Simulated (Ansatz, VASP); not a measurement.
Two plane-wave programs on Ga2P

```
Ga P
1.0
     4.59618    0.00000    0.00000
    -2.29809    3.98041    0.00000
     0.00000    0.00000    5.79437
Ga P
4 2
Direct
  0.00000 0.00000 0.50000
  0.00000 0.00000 0.00000
  0.66667 0.33333 0.25000
  0.33333 0.66667 0.75000
  0.66667 0.33333 0.75000
  0.33333 0.66667 0.25000
```

Change from the starting cell: species swapped into the Mn2Ge type (P6_3/mmc, No. 194).

Alike in both runs: functional PBE; k mesh 6 × 6 × 4; occupations gaussian, width 0.1 eV; no spin polarisation.

Ansatz relaxed the structure, and its values are those at the end. VASP's run is a single point on that final structure, the one shown.

|  | VASP | Ansatz |
| --- | --- | --- |
| version | VASP 6.6.1 | Ansatz 0.2.0 |
| potentials or method | VASP PAW PBE potentials, release 64 (Ga_d, P), cutoff 520 eV | scalar-relativistic, plane waves, PAW |
| valence electrons in the cell | 62 | 62 |

Ansatz gave:

```
gap on the k mesh at the Fermi level (eV) : none
pressure (GPa)                            : 0.0
```

Q: Estimate VASP's values.

A: gap on the k mesh at the Fermi level (eV): none; pressure (GPa): 0.1.

A gap of «none» marks a metal or a gap that the smearing closes. The functional is the same, so the differences come from potentials, cutoffs and numerics.
